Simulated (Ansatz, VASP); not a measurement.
One calculation of Ge, two programs

INCAR

```
SYSTEM = Ge
PREC = Accurate
ENCUT = 500
EDIFF = 1E-6
ISMEAR = -1
SIGMA = 0.05
LREAL = .False.
LASPH = .True.
NELM = 120
ALGO = Normal
ISIF = 2
LWAVE = .False.
LCHARG = .False.
GGA = B5
ALDAX = 1.0
AGGAX = 1.0
AGGAC = 1.0
ALDAC = 0.0
NBANDS = 21
GGA_COMPAT = .False.
```

KPOINTS

```
regular mesh
0
Gamma
  11 11 11
  0 0 0
```

The input POSCAR:

```
Ge
1.0
   -2.4958980000      2.6508630000      1.4369470000
    2.4958980000     -2.6508630000      1.4369470000
    2.4958980000      2.6508630000     -1.4369470000
Ge
2
Direct
    0.3140570000      0.0640570000      0.2500000000
    0.6859430000      0.9359430000      0.7500000000
```

The input input.yaml:

```yaml
crystal:
  lattice:
    - [-2.495898, 2.650863, 1.436947]
    - [2.495898, -2.650863, 1.436947]
    - [2.495898, 2.650863, -1.436947]
  atoms:
    - { symbol: Ge, position: [0.314057, 0.064057, 0.25] }
    - { symbol: Ge, position: [0.685943, 0.935943, 0.75] }
hamiltonian:
  xc: blyp
  pseudopotentials: { kind: paw }
kpoints:
  mp_grid: { grid: [11, 11, 11] }
  band_path:
    path:
      - [[0.0, 0.0, 0.0], [0.3234593264, 0.3234593264, -0.3234593264], [0.2950845098, 0.3518341431, -0.2950845098], [0.0, 0.5, 0.0], [0.25, 0.25, 0.25], [0.5, 0.0, 0.0], [0.6765406736, -0.3234593264, 0.3234593264], [0.5, -0.5, 0.5], [0.0, 0.0, 0.0], [-0.4716251834, 0.4716251834, 0.4716251834], [0.0, 0.0, 0.5], [0.25, 0.25, 0.25]]
      - [[-0.2950845098, 0.6481658569, 0.2950845098], [-0.4716251834, 0.4716251834, 0.4716251834]]
      - [[0.4716251834, -0.4716251834, 0.5283748166], [0.5, -0.5, 0.5]]
    npoints: 14
scf:
  occupations: { method: fermi_dirac, width: 0.05 }
  n_extra_bands: 6
output:
  forces: true
  stress: true
  eigenvalues: true
  fatbands: false
```

Alike in both runs: functional BLYP; k mesh 11 × 11 × 11; occupations fermi-dirac, width 0.05 eV; no spin polarisation.

```csv
,VASP,Ansatz
version,VASP 6.6.1,Ansatz 0.2.0
potentials or method,"VASP PAW PBE potentials, release 64 (Ge_d)",Ansatz PAW
plane-wave cutoff (eV),500,420
valence electrons in the cell,28,28
task,single point,band structure
```

VASP gave:

* gap on the k mesh at the Fermi level (eV): none
* pressure (GPa): 7.4
* traceless stress, the component that is largest in VASP (GPa): 1.23
* rms of the force components (eV/Å): 0.044

**Question.** What did Ansatz give for the same quantities?

**Answer.** gap on the k mesh at the Fermi level (eV): none; pressure (GPa): 7.4; traceless stress, the component that is largest in VASP (GPa): 1.22; rms of the force components (eV/Å): 0.044.

VASP's potentials were made for PBE, not for BLYP. Atom by atom the forces differ by 0.000 eV/Å (rms over components). A gap of «none» marks a metal or a gap that the smearing closes.
